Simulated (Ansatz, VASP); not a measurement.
Two plane-wave programs on GaN

```xyz
2
Lattice="0.0075 2.2573 2.2573 2.2573 0.0075 2.2573 2.2573 2.2573 0.0075" Properties=species:S:1:pos:R:3 pbc="T T T"
Ga    0.0000    0.0000    0.0000
N     3.3915    3.3915    3.3915
```

Alike in both runs: task single point; functional PBE; k mesh 7 × 7 × 7; occupations fermi-dirac, width 0.02 eV; no spin polarisation.

|  | VASP | Ansatz |
| --- | --- | --- |
| version | VASP 6.6.1 | Ansatz 0.2.0 |
| potentials or method | VASP PAW PBE potentials, release 64 (Ga_d, N), cutoff 600 eV | plane waves, PAW |
| valence electrons in the cell | 18 | 18 |

Ansatz gave:

| Item | Value |
| --- | --- |
| pressure (GPa) | 5.0 |
| traceless stress, the component that is largest in VASP (GPa) | -0.64 |

Q: Estimate VASP's values.

A: Pressure (GPa): 4.9; traceless stress, the component that is largest in VASP (GPa): -0.64.

The functional is the same, so the differences come from potentials, cutoffs and numerics.
